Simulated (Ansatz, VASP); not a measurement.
# AlN in VASP and in Ansatz

```
Al N
1.0
     0.00000    2.20126    2.20126
     2.20126    0.00000    2.20126
     2.20126    2.20126    0.00000
Al N
1 1
Direct
  0.00000 0.00000 0.00000
  0.25000 0.25000 0.25000
```

Alike in both runs: task single point; functional PBE; k mesh 10 × 10 × 10; occupations gaussian, width 0.02 eV; no spin polarisation.

|  | VASP | Ansatz |
| --- | --- | --- |
| version | VASP 6.6.1 | Ansatz 0.2.0 |
| potentials or method | VASP PAW PBE potentials, release 64 (Al, N), cutoff 600 eV | scalar-relativistic, plane waves, PAW |
| valence electrons in the cell | 8 | 8 |

```csv
,VASP,Ansatz,Ansatz less VASP
gap on the k mesh at the Fermi level (eV),3.31,3.31,+0.006
least direct gap on the mesh (eV),3.99,3.98,-0.008
pressure (GPa),-0.3,0.0,+0.32
```
